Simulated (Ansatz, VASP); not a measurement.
# One calculation of SnO2, two programs

Contents of INCAR:

```
PREC = Accurate
ENCUT = 520
EDIFF = 1E-6
ISMEAR = -1
SIGMA = 0.05
LREAL = False
LASPH = True
NELM = 150
ALGO = Normal
ISIF = 2
LWAVE = False
LCHARG = True
MAGMOM = 0 0 0 0 0 0 0 0 0
LORBIT = 11
LSORBIT = True
GGA_COMPAT = False
LORBMOM = True
GGA = CA
LVHAR = True
NBANDS = 39
```

File KPOINTS:

```
regular mesh
0
Gamma
  7 7 7
```

The input POSCAR:

```
SnO2
1.0
    0.0000000000      2.5741500000      2.5741500000
    2.5741500000      0.0000000000      2.5741500000
    2.5741500000      2.5741500000      0.0000000000
Sn O
1 2
Direct
    0.0000000000      0.0000000000      0.0000000000
    0.7500000000      0.7500000000      0.7500000000
    0.2500000000      0.2500000000      0.2500000000
```

The input input.yaml:

```yaml
crystal:
  lattice:
    - [0.0, 2.57415, 2.57415]
    - [2.57415, 0.0, 2.57415]
    - [2.57415, 2.57415, 0.0]
  atoms:
    - { symbol: Sn, position: [0.0, 0.0, 0.0] }
    - { symbol: O, position: [0.75, 0.75, 0.75] }
    - { symbol: O, position: [0.25, 0.25, 0.25] }
hamiltonian:
  xc: lda
  pseudopotentials: { kind: paw_fr }
magnetization:
  noncollinear: true
  spin_orbit: true
kpoints:
  mp_grid: { grid: [7, 7, 7] }
  band_path:
    path:
      - [[0.0, 0.0, 0.0], [0.5, 0.0, 0.5], [0.5, 0.25, 0.75], [0.375, 0.375, 0.75], [0.0, 0.0, 0.0], [0.5, 0.5, 0.5], [0.625, 0.25, 0.625], [0.5, 0.25, 0.75], [0.5, 0.5, 0.5], [0.375, 0.375, 0.75]]
      - [[0.625, 0.25, 0.625], [0.5, 0.0, 0.5]]
    npoints: 14
scf:
  occupations: { method: fermi_dirac, width: 0.05 }
  n_extra_bands: 7
output:
  forces: true
  stress: true
  eigenvalues: true
  fatbands: true
  write_density: true
  write_potential: true
  elf: true
  volumetric_format: npy
```

Alike in both runs: functional LDA; k mesh 7 × 7 × 7; occupations fermi-dirac, width 0.05 eV; non-collinear spin, spin-orbit coupling.

|  | VASP | Ansatz |
| --- | --- | --- |
| version | VASP 6.6.1 | Ansatz 0.2.0 |
| potentials or method | VASP PAW LDA potentials, release 64 (Sn_d, O) | Ansatz PAW |
| plane-wave cutoff (eV) | 520 | 420 |
| valence electrons in the cell | 26 | 26 |
| task | single point | band structure |

VASP gave:

```
pressure (GPa)           : -11.4
net moment per atom (μB) : 0.00
```

Question: What did Ansatz give for the same quantities?

Answer: Pressure (GPa): -12.1; net moment per atom (μB): 0.00.

LDA's correlation is that of Perdew and Zunger in VASP and of Perdew and Wang (1992) in Ansatz.

Noted on Ansatz's run: Pulay correction over one GPa.
